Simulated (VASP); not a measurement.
Hf8N7 (a cell with a defect), 15 atoms in the cell. The cell holds a defect, 15 atoms: a = 6.381 Å, b = 6.381 Å, c = 6.381 Å, α = 60.00°, β = 60.00°, γ = 60.00°. 

- Program: VASP 6.6.1
- Task: single point
- Functional: r2SCAN
- Dispersion: D3(BJ)
- Potentials or basis: VASP PAW PBE potentials, release 64 (Hf_pv, N)
- Cutoff: 580 eV
- k mesh: 2 × 2 × 2
- Occupations: methfessel-paxton, width 0.05 eV
- Spin: no spin polarisation
- Dipole correction: no
- Further INCAR settings: ALGO = Normal; EDIFF = 1e-06; NBANDS = 70

Potentials or basis: VASP PAW PBE potentials, release 64 (Hf_pv, N).

The run is started by

```bash
$ cat potpaw_PBE.64/Hf_pv/POTCAR potpaw_PBE.64/N/POTCAR > POTCAR
$ cp INCAR.step1 INCAR
$ mpirun -np 1 vasp_std > vasp.out
$ cp INCAR.step2 INCAR
$ mpirun -np 1 vasp_std > vasp.out
```

Hardware: 1 thread of Intel(R) Xeon(R) Platinum 8488C (Sapphire Rapids) (shared host).

Q: How long does it take, and how much memory?

A: Run time: 3.6 min on 1 thread of Intel(R) Xeon(R) Platinum 8488C (Sapphire Rapids) (shared host), peak memory 0.4 GiB. Counts: k points 3.
